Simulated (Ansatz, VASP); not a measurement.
## Al3Ga3N2: VASP beside Ansatz

```xyz
8
Lattice="3.0949 0.0000 0.0000 -1.5474 2.6802 0.0000 0.0000 0.0000 14.4855" Properties=species:S:1:pos:R:3 pbc="T T T"
Al    0.0000    1.7868    2.5167
Al    0.0000    0.0000   -0.0265
Al    1.5474    0.8934    9.8558
Ga    0.0000    0.0000    5.1923
Ga    0.0000    1.7868    7.5764
Ga    0.0000    1.7868   12.2313
N     0.0000    0.0000    1.8898
N     0.0000    1.7868    4.4091
```

Alike in both runs: functional PBE; k mesh 12 × 12 × 2; occupations gaussian, width 0.1 eV; no spin polarisation.

Ansatz relaxed the structure, and its values are those at the end. VASP's run is a single point on that final structure, the one shown.

```csv
,VASP,Ansatz
version,VASP 6.6.1,Ansatz 0.2.0
potentials or method,"VASP PAW PBE potentials, release 64 (Al, Ga_d, N), cutoff 520 eV","scalar-relativistic, plane waves, PAW"
valence electrons in the cell,58,58
```

VASP gave:

* gap on the k mesh at the Fermi level (eV): none
* pressure (GPa): 0.0
* rms of the force components (eV/Å): 0.004

Task: Estimate Ansatz's values.

Result: gap on the k mesh at the Fermi level (eV): none; pressure (GPa): 0.0; rms of the force components (eV/Å): 0.000.

A gap of «none» marks a metal or a gap that the smearing closes.
